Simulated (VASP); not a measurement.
Here is a VASP 6.6.1 calculation.

INCAR

```
SYSTEM = Mg2O
ALGO = Normal ; EDIFF = 1E-7
ENCUT = 520 ; GGA = PE
ISIF = 2 ; ISMEAR = -1
LASPH = .True. ; LCHARG = .True.
LELF = .True. ; LREAL = .False.
LVHAR = .True. ; LWAVE = .False.
NBANDS = 12 ; NELM = 80
PREC = Accurate ; SIGMA = 0.06122561905347299
```

KPOINTS

```
k-points
0
Gamma
  17 17 17
  0 0 0
```

The input POSCAR:

```
Mg2O
1.0
    0.0000000000      2.8007760609      2.8007760609
    2.8007760609      0.0000000000      2.8007760609
    2.8007760609      2.8007760609      0.0000000000
Mg O
2 1
Direct
    0.2500000000      0.2500000000      0.2500000000
    0.7500000000      0.7500000000      0.7500000000
    0.0000000000      0.0000000000      0.0000000000
```

Potentials or basis: VASP PAW PBE potentials, release 64 (Mg, O).

Run with:

```bash
$ cat potpaw_PBE.64/Mg/POTCAR potpaw_PBE.64/O/POTCAR > POTCAR
$ mpirun -np 1 vasp_std > vasp.out
```

Q: What does it give for the band gap on the k mesh?

A: 0.13 eV (least direct gap 0.17 eV).

Q: Predict the pressure.

A: 0.9 GPa.

Caveat: an odd mesh through Γ misses points on the zone boundary, where band edges can lie.
